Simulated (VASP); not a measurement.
TiTe:

```
Ti Te
1.0
     3.86816    0.00000    0.00000
    -1.93408    3.34993    0.00000
     0.00000    0.00000    9.47502
Ti Te
3 3
Direct
  0.00000 0.00000 0.00000
  0.33333 0.66667 0.33333
  0.66667 0.33333 0.66667
  0.66667 0.33333 0.16667
  0.00000 0.00000 0.50000
  0.33333 0.66667 0.83333
```

```yaml
Program: VASP 6.6.1
Task: relaxation of cell and atoms
Functional: PBEsol
Potentials_or_basis: VASP PAW PBE potentials, release 64 (Ti_sv, Te)
Cutoff: 600 eV
k_mesh: 12 × 12 × 4
Occupations: gaussian, width 0.1 eV
Spin: no spin polarisation
```

At the start: pressure 5.2 GPa; volume 20.46 Å³/atom.

Q: Where does the relaxation end?

A: Over 10 steps the energy falls by 16.9 meV/atom and the volume is 21.56 Å³/atom (+5.4 %); space group Fm-3m (No. 225, to 0.1 Å) before and after.

Step by step:
```csv
step,energy change (eV),largest force (eV/Å),pressure (GPa),volume (Å³)
1,0.0000,0.0000,5.16,122.78
2,-0.0411,0.0000,-3.36,134.86
3,-0.1010,0.0000,-0.02,129.38
4,-0.1010,0.0000,0.07,129.24
5,-0.1010,0.0000,0.07,129.25
6,-0.1011,0.0000,0.06,129.25
7,-0.1011,0.0000,0.06,129.26
8,-0.1011,0.0000,0.06,129.26
9,-0.1011,0.0000,-0.07,129.45
10,-0.1011,0.0000,0.00,129.35
```

Final structure:
```cif
data_structure
_symmetry_space_group_name_H-M 'P 1'
_symmetry_Int_Tables_number 1
_cell_length_a 3.9418
_cell_length_b 3.9418
_cell_length_c 9.6125
_cell_angle_alpha 90.000
_cell_angle_beta 90.000
_cell_angle_gamma 120.000
_cell_volume 129.35
loop_
_atom_site_label
_atom_site_type_symbol
_atom_site_fract_x
_atom_site_fract_y
_atom_site_fract_z
_atom_site_occupancy
Ti1 Ti 0.00000 0.00000 0.00000 1
Ti2 Ti 0.33333 0.66667 0.33333 1
Ti3 Ti 0.66667 0.33333 0.66667 1
Te1 Te 0.66667 0.33333 0.16667 1
Te2 Te 0.00000 0.00000 0.50000 1
Te3 Te 0.33333 0.66667 0.83333 1
```

Caveat: the highest band is partly filled, so the run has too few bands; the PAW data sets were made with another functional, which shifts forces and pressure a little.
